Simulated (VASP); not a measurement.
# BaTiO3 (R3m) in VASP: single point with r2SCAN

Aim: the single point of BaTiO3 with r2SCAN.

Program: VASP 6.6.1. These are calculated values, not measurements. Logs are shortened: lines on timing, memory, paths and dates and some standing lists are left out, and cuts for length are marked.

### 1 The cell of the first run

The structure is trigonal, space group R3m (No. 160). Conventional cell: a = 5.710 Å, b = 5.710 Å, c = 7.022 Å, α = 90.00°, β = 90.00°, γ = 120.00°. Ba (site symmetry 3m) has 12 O at 2.81 to 2.92 Å and 8 Ti at 3.42 to 3.61 Å within 3.7 Å. Within 2.5 Å of Ti (site symmetry 3m) lie 6 O at 1.90 to 2.15 Å. O (site symmetry m) has 2 Ti at 1.90 to 2.15 Å within 2.5 Å. O (site symmetry m) has 2 Ti at 1.90 to 2.15 Å within 2.5 Å.

### 2 Single point, r2SCAN, collinear spin, zero start

Input file POSCAR:

```
BaTiO3
1.0
   -4.0540871700     -4.0432062000      0.0000000000
   -4.0323454300      4.0432062000      0.0000000000
   -0.0108708700     -0.0108405900     -4.0431860200
Ba Ti O
2 2 6
Direct
    0.0000000000      0.0000000000      0.0000000000
    0.5000000000      0.5000000000      0.0000000000
    0.5136000000      0.0000000000      0.5136000000
    0.0136000000      0.5000000000      0.5136000000
    0.9907000000      0.5000000000      0.9819000000
    0.4907000000      0.0000000000      0.9819000000
    0.7363000000      0.2456000000      0.4907000000
    0.2363000000      0.7456000000      0.4907000000
    0.7363000000      0.7544000000      0.4907000000
    0.2363000000      0.2544000000      0.4907000000
```

Input file INCAR.step1:

```
PREC     = Accurate       # precision mode
ENCUT    = 520            # plane-wave cutoff, eV
ISMEAR   = 1              # smearing method
SIGMA    = 0.0457         # smearing width, eV
LREAL    = F              # projectors in reciprocal space
LASPH    = T              # aspherical terms in the spheres
NELM     = 150            # most SCF steps
ISPIN    = 2              # spin polarisation
MAGMOM   = 0 0 0 0 0 0 0 0 0 0 # initial moments
LMAXMIX  = 4              # l up to which the mixer works
NBANDS   = 55             # bands
GGA      = PE             # functional
ALGO     = Normal         # electronic algorithm
EDIFF    = 1E-4           # SCF threshold, eV
LWAVE    = T              # write WAVECAR
LCHARG   = F              # write CHGCAR
```

Input file INCAR.step2:

```
PREC     = Accurate       # precision mode
ENCUT    = 520            # plane-wave cutoff, eV
EDIFF    = 1E-6           # SCF threshold, eV
ISMEAR   = 1              # smearing method
SIGMA    = 0.0457         # smearing width, eV
LREAL    = F              # projectors in reciprocal space
LASPH    = T              # aspherical terms in the spheres
NELM     = 150            # most SCF steps
ALGO     = Normal         # electronic algorithm
ISIF     = 2              # what is computed and relaxed
LWAVE    = F              # write WAVECAR
LCHARG   = F              # write CHGCAR
ISPIN    = 2              # spin polarisation
MAGMOM   = 0 0 0 0 0 0 0 0 0 0 # initial moments
LORBIT   = 11             # projections on sites
LMAXMIX  = 4              # l up to which the mixer works
METAGGA  = R2SCAN         # meta-GGA
LMIXTAU  = T            
NBANDS   = 55             # bands
ISTART   = 1
```

Input file KPOINTS:

```
regular mesh
0
Gamma
  3 3 5
```

Potentials or basis: VASP PAW PBE potentials, release 64 (Ba_sv, Ti_sv, O).

On the command line:

```sh
> cat potpaw_PBE.64/Ba_sv/POTCAR potpaw_PBE.64/Ti_sv/POTCAR potpaw_PBE.64/O/POTCAR > POTCAR
> cp INCAR.step1 INCAR
> mpirun -np 1 vasp_std > vasp.out
> cp INCAR.step2 INCAR
> mpirun -np 1 vasp_std > vasp.out
```

OUTCAR:

```text
PREC = Accurate
   ENCUT = 520
   EDIFF = 1E-6
   ISMEAR = 1
   LREAL = F
   LASPH = T
   NELM = 150
   ISIF = 2
   ISPIN = 2
   LORBIT = 11
   METAGGA = R2SCAN
   ISTART = 1

 ion  position               nearest neighbor table
   1  0.000  0.000  0.000-  10 2.81   8 2.81   6 2.81  10 2.86   9 2.86   8 2.86   5 2.86   5 2.86
                             7 2.86   9 2.92   7 2.92   6 2.92   3 3.42   4 3.47   3 3.47   4 3.47
   2  0.500  0.500  0.000-   9 2.81   7 2.81   5 2.81   9 2.86  10 2.86   7 2.86   6 2.86   6 2.86
                             8 2.86  10 2.92   8 2.92   5 2.92   4 3.42   3 3.47   4 3.47   3 3.47
   3  0.514  0.000  0.514-   6 1.90   7 1.90   9 1.90   6 2.15   8 2.15  10 2.15   1 3.42   2 3.47
                             1 3.47   2 3.47   2 3.53   2 3.53   1 3.53   1 3.61
   4  0.014  0.500  0.514-   5 1.90   8 1.90  10 1.90   5 2.15   7 2.15   9 2.15   2 3.42   1 3.47
                             2 3.47   1 3.47   1 3.53   1 3.53   2 3.53   2 3.61
   5  0.991  0.500  0.982-   4 1.90   4 2.15   2 2.81   1 2.86   1 2.86   2 2.92
   6  0.491  0.000  0.982-   3 1.90   3 2.15   1 2.81   2 2.86   2 2.86   1 2.92
   7  0.736  0.246  0.491-   3 1.90   4 2.15   2 2.81   2 2.86   1 2.86   1 2.92
   8  0.236  0.746  0.491-   4 1.90   3 2.15   1 2.81   1 2.86   2 2.86   2 2.92
   9  0.736  0.754  0.491-   3 1.90   4 2.15   2 2.81   2 2.86   1 2.86   1 2.92
  10  0.236  0.254  0.491-   4 1.90   3 2.15   1 2.81   1 2.86   2 2.86   2 2.92

  LATTYP: Found a simple monoclinic cell.
 ALAT       =     4.0432151670
 B/A-ratio  =     1.4123122930
 C/A-ratio  =     1.4161146474
 COS(beta)  =    -0.0037970612

  Lattice vectors:

 A1 = (  -0.0108708700,  -0.0108405900,  -4.0431860200)
 A2 = (  -4.0323454300,   4.0432062000,   0.0000000000)
 A3 = (   4.0540871700,   4.0432062000,   0.0000000000)

Analysis of symmetry for initial positions (statically):
=====================================================================
 Subroutine PRICEL returns following result:

  LATTYP: Found a trigonal (rhomboedric) cell.
 ALAT       =     4.0432151670
 COS(alpha) =     0.0026883998
[... 12 lines left out ...]
 Subroutine GETGRP returns: Found  2 space group operations
 (whereof  2 operations were pure point group operations)
 out of a pool of  4 trial point group operations.

The static configuration has the point symmetry C_1h.

Analysis of symmetry for dynamics (positions and initial velocities):
=====================================================================
 Subroutine PRICEL returns following result:

  LATTYP: Found a trigonal (rhomboedric) cell.
 ALAT       =     4.0432151670
 COS(alpha) =     0.0026883998
[... 12 lines left out ...]
 Subroutine GETGRP returns: Found  2 space group operations
 (whereof  2 operations were pure point group operations)
 out of a pool of  4 trial point group operations.

The dynamic configuration has the point symmetry C_1h.

Analysis of structural, dynamic, and magnetic symmetry:
=====================================================================
 Subroutine PRICEL returns following result:

  LATTYP: Found a trigonal (rhomboedric) cell.
 ALAT       =     4.0432151670
 COS(alpha) =     0.0026883998
[... 12 lines left out ...]
 Subroutine GETGRP returns: Found  2 space group operations
 (whereof  2 operations were pure point group operations)
 out of a pool of  4 trial point group operations.

The overall configuration has the point symmetry C_1h.

 Subroutine INISYM returns: Found  2 space group operations
 (whereof  2 operations are pure point group operations),
 and found     2 'primitive' translations

----------------------------------------------------------------------------------------

                                     Primitive cell

  volume of cell :      66.0962

  direct lattice vectors                    reciprocal lattice vectors
    -0.010870870 -0.010840590 -4.043186020     0.000000000  0.000000000 -0.247329704
    -0.010870870 -4.043206200  0.000000000     0.000000000 -0.247328469  0.000663137
    -4.043216300  0.000000000  0.000000000    -0.247327851  0.000664984  0.000663205

  length of vectors
     4.043215167  4.043220814  4.043216300     0.247329704  0.247329358  0.247329634

  position of ions in fractional coordinates (direct lattice)
     0.000000000  0.000000000  0.000000000
     0.513600000  0.513600000  0.513600000
     0.981900000  0.490700000  0.490700000
     0.490700000  0.490700000  0.981900000
     0.490700000  0.981900000  0.490700000

[... 68 lines left out ...]
   ENCUT  =  520.0 eV  38.22 Ry    6.18 a.u.  10.65 10.62  7.52*2*pi/ulx,y,z
   NELM   =    150;   NELMIN=  2; NELMDL=  0     # of ELM steps
   EDIFF  = 0.1E-05   stopping-criterion for ELM
   LREAL  =      F    real-space projection
   EDIFFG = 0.1E-04   stopping-criterion for IOM
   NSW    =      0    number of steps for IOM
   IBRION =     -1    ionic relax: 0-MD 1-quasi-New 2-CG
   NFREE  =      0    steps in history (QN), initial steepest desc. (CG)
   ISIF   =      2    stress and relaxation
   ISYM   =      2    0-nonsym 1-usesym 2-fastsym
   POTIM  = 0.5000    time-step for ionic-motion
   TEBEG  =    0.0;   TEEND  =   0.0 temperature during run
   PSTRESS=    0.0 pullay stress
   NELECT =      80.0000    total number of electrons
   NUPDOWN=      -1.0000    fix difference up-down
   EMIN   =  10.00;   EMAX   =-10.00  energy-range for DOS
   EFERMI =   0.00;   METHOD = LEGACY
   ISMEAR =     1;   SIGMA  =   0.05  broadening in eV -4-tet -1-fermi 0-gaus
   EFERMI_NEDOS =   21; number of points for ismear=-14 and -15
   IALGO  =     38    algorithm
   IMIX   =      4    mixing-type and parameters
     AMIX     =   0.40;   BMIX     =  1.00
     AMIX_MAG =   1.60;   BMIX_MAG =  1.00
  volume/ion in A,a.u.               =      13.22        89.21
  Fermi-wavevector in a.u.,A,eV,Ry     =   1.384743  2.616786 26.089365  1.917514
  Thomas-Fermi vector in A             =   2.509219
   LORBIT       =     11    0 simple, 1 ext, 2 COOP (PROOUT), +10 PAW based schemes
   METAGGA = R2SCAN    functional components
   LHFCALC =     F    Hartree Fock is set to
   AEXX    =    0.0000 exact exchange contribution
   IVDW    =     0    specifies the selected vdW correction
   LEPSILON=     F    determine dielectric tensor
   LRPA    =     F    only Hartree local field effects (RPA)
 spin polarized calculation
 Methfessel and Paxton  Order N= 1 SIGMA  =   0.05
  energy-cutoff  :      520.00
  volume of cell :      132.19
 maximum number of plane-waves:      3573
 NGX is ok and might be reduce to    42
   NGX = 21   NGY = 21   NGZ = 15

 number of electron      80.0000020 magnetization       0.0000002

 number of electron      80.0000020 magnetization      -0.0000003

 Free energy of the ion-electron system (eV)
  ---------------------------------------------------
  ext. energy  EPLUGINS =         0.00000000
  ---------------------------------------------------
  free energy    TOTEN  =      -148.53745639 eV

  energy without entropy =     -148.53766224  energy(sigma->0) =     -148.53752501

 E-fermi :   3.2682     XC(G=0): -11.7302

 val. band max:        3.2327387835   @ k =   0.0000   0.0000   0.4000
 cond. band min:       5.8940087810   @ k =   0.0000   0.0000   0.0000
 fundamental gap:      2.6612699975
 Fermi energy:         3.2681896425

 spin component 1

 k-point     1 :       0.0000    0.0000    0.0000
  band No.  band energies     occupation
      1     -55.4261      1.00000
      2     -55.4242      1.00000
      3     -30.6545      1.00000
      4     -30.6530      1.00000
      5     -30.6081      1.00000
      6     -30.6052      1.00000
[... 869 lines left out ...]
     51      11.3830      0.00000
     52      11.5474      0.00000
 Fermi energy:         3.2681896425

 spin component 2

 k-point     1 :       0.0000    0.0000    0.0000
  band No.  band energies     occupation
      1     -55.4261      1.00000
      2     -55.4242      1.00000
      3     -30.6545      1.00000
      4     -30.6530      1.00000
      5     -30.6081      1.00000
      6     -30.6052      1.00000
[... 869 lines left out ...]
     51      11.3830      0.00000
     52      11.5474      0.00000
 [bands above 52 left out]

------------------------ aborting loop because EDIFF is reached ----------------------------------------

  FORCE on cell =-STRESS in cart. coord.  units (eV):
  Direction    XX          YY          ZZ          XY          YZ          ZX
  --------------------------------------------------------------------------------------
  -------------------------------------------------------------------------------------
  Total       -1.2191616     -1.2193169     -1.2577719      0.0283705      0.0244834      0.0245792
  in kB      -14.7762856    -14.7781677    -15.2442443      0.3438518      0.2967399      0.2979010
  external PRESSURE =     -14.9328992 kB  Pullay stress =       0.0000000 kB

 VOLUME and BASIS-vectors are now :
 -----------------------------------------------------------------------------
  energy-cutoff  :      520.00
  volume of cell :      132.19
      direct lattice vectors                 reciprocal lattice vectors
    -4.054087170 -4.043206200  0.000000000    -0.123663926 -0.123331742  0.000663171
    -4.032345430  4.043206200  0.000000000    -0.123663926  0.123996727  0.000000034
    -0.010870870 -0.010840590 -4.043186020     0.000000000  0.000000000 -0.247329704

 POSITION                                       TOTAL-FORCE (eV/Angst)
 -----------------------------------------------------------------------------------
      0.00000      0.00000      0.00000        -0.040640     -0.040531     -0.040289
     -4.04322      0.00000      0.00000        -0.040640     -0.040531     -0.040289
     -2.08776     -2.08216     -2.07658        -0.085578     -0.085349     -0.079810
     -2.07689      1.96105     -2.07658        -0.085578     -0.085349     -0.079810
     -6.04323     -1.99465     -3.97000         0.008635      0.008612      0.107660
     -2.00001     -1.99465     -3.97000         0.008635      0.008612      0.107660
     -3.98070     -1.98932     -1.98399         0.109620      0.007668      0.006219
     -3.96983      2.05389     -1.98399         0.109620      0.007668      0.006219
     -6.03236      0.06786     -1.98399         0.007963      0.109599      0.006219
     -1.98914      0.06786     -1.98399         0.007963      0.109599      0.006219
 -----------------------------------------------------------------------------------
    total drift:                                0.001724      0.001883     -0.004837

  FREE ENERGIE OF THE ION-ELECTRON SYSTEM (eV)
  ---------------------------------------------------
  free  energy   TOTEN  =      -148.5374563900 eV

  energy  without entropy=     -148.5376622425  energy(sigma->0) =     -148.53752501

 total charge

# of ion       s       p       d       tot
------------------------------------------
    1        2.016   5.664   0.286   7.966
    2        2.016   5.664   0.286   7.966
    3        2.211   6.260   1.685  10.157
    4        2.211   6.260   1.685  10.157
    5        1.568   3.490   0.000   5.058
    6        1.568   3.490   0.000   5.058
    7        1.568   3.490   0.000   5.058
    8        1.568   3.490   0.000   5.058
    9        1.568   3.490   0.000   5.058
   10        1.568   3.490   0.000   5.058
--------------------------------------------------
tot         17.863  44.788   3.942  66.594

 magnetization (x)

# of ion       s       p       d       tot
------------------------------------------
    1       -0.000  -0.000   0.000   0.000
    2       -0.000  -0.000   0.000   0.000
    3       -0.000   0.000   0.000   0.000
    4       -0.000   0.000   0.000   0.000
    5       -0.000  -0.000   0.000  -0.000
    6       -0.000  -0.000   0.000  -0.000
    7       -0.000  -0.000   0.000  -0.000
    8       -0.000  -0.000   0.000  -0.000
    9       -0.000  -0.000   0.000  -0.000
   10       -0.000  -0.000   0.000  -0.000
--------------------------------------------------
tot         -0.000  -0.000   0.000  -0.000
```

It took 5.6 min on 1 thread of Intel Xeon 6975P-C (Granite Rapids), shared host; peak memory 0.41 GiB.

Results:

```yaml
Free_energy: -148.5375 eV
Pressure: -1.5 GPa
Largest_force: 0.145 eV/Å
Band_gap_on_the_k_mesh: 2.66 eV
Net_moment: 0.00 μB per cell
Valence_electrons_inside_the_program's_atomic_spheres: Ba 7.97; Ti 10.16; O 5.06
```

Forces on the atoms (eV/Å):
```
Ba  -0.041 -0.041 -0.040
Ba  -0.041 -0.041 -0.040
Ti  -0.086 -0.085 -0.080
Ti  -0.086 -0.085 -0.080
O    0.009  0.009  0.108
O    0.009  0.009  0.108
O    0.110  0.008  0.006
O    0.110  0.008  0.006
O    0.008  0.110  0.006
O    0.008  0.110  0.006
```

Levels at points of the mesh, in eV from the valence-band top:
Spin up:
```csv
k point,band 36,band 37,band 38,band 39,band 40,band 41,band 42,band 43,band 44,band 45
"(0.00, 0.00, 0.00)",-0.86,-0.50,-0.40,-0.40,-0.07,2.66,2.66,2.77,4.06,4.07
```
Spin down:
```
           k point  band 36  band 37  band 38  band 39  band 40  band 41  band 42  band 43  band 44  band 45
(0.00, 0.00, 0.00)    -0.86    -0.50    -0.40    -0.40    -0.07     2.66     2.66     2.77     4.06     4.07
```

Caveat: the PAW data sets were made with another functional, which shifts forces and pressure a little; spin-orbit coupling is left out, which moves the levels of the heavy elements. A k mesh can miss the band edges.
